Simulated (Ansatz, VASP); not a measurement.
# Pb: VASP beside Ansatz

INCAR

```
SYSTEM = Pb
ALGO     = Normal         ! electronic algorithm
EDIFF    = 1E-6           ! SCF threshold, eV
ENCUT    = 520            ! plane-wave cutoff, eV
GGA      = PE             ! functional
ISIF     = 2              ! what is computed and relaxed
ISMEAR   = 0              ! smearing method
LASPH    = .True.         ! aspherical terms in the spheres
LCHARG   = .False.        ! write CHGCAR
LREAL    = .False.        ! projectors in reciprocal space
LWAVE    = .False.        ! write WAVECAR
NBANDS   = 13             ! bands
NELM     = 100            ! most SCF steps
PREC     = Accurate       ! precision mode
SIGMA    = 0.15           ! smearing width, eV
```

Contents of KPOINTS:

```
k-points
0
Gamma
  16 16 16
  0 0 0
```

POSCAR

```
Pb
1.0
    0.0000000000      2.4698000000      2.2722160000
    2.4698000000      0.0000000000      2.2722160000
    2.4698000000      2.4698000000      0.0000000000
Pb
1
Direct
    0.0000000000      0.0000000000      0.0000000000
```

Input for Ansatz:

```yaml
crystal:
  lattice:
    - [0.0, 2.4698, 2.272216]
    - [2.4698, 0.0, 2.272216]
    - [2.4698, 2.4698, 0.0]
  atoms:
    - { symbol: Pb, position: [0.0, 0.0, 0.0] }
basis:
  ecutwfc: 420
kpoints:
  mp_grid: { grid: [16, 16, 16] }
hamiltonian:
  xc: pbe
scf:
  occupations: { method: gaussian, width: 0.15 }
output:
  forces: true
  stress: true
  eigenvalues: true
```

Change from the starting cell: strain +0.000 along x and y, -0.080 along z, atoms carried along.

Alike in both runs: task single point; functional PBE; k mesh 16 × 16 × 16; occupations gaussian, width 0.15 eV; no spin polarisation.

```csv
,VASP,Ansatz
version,VASP 6.6.1,Ansatz 0.2.0
potentials or method,"VASP PAW PBE potentials, release 64 (Pb_d), cutoff 520 eV","scalar-relativistic, plane waves, PAW"
valence electrons in the cell,14,14
```

|  | VASP | Ansatz | Ansatz less VASP |
| --- | --- | --- | --- |
| gap on the k mesh at the Fermi level (eV) | none | none | - |
| pressure (GPa) | 7.9 | 7.9 | +0.08 |
| traceless stress, the component that is largest in VASP (GPa) | 0.88 | 0.88 | -0.006 |

A gap of «none» marks a metal or a gap that the smearing closes.

Neither program's run includes spin-orbit coupling.
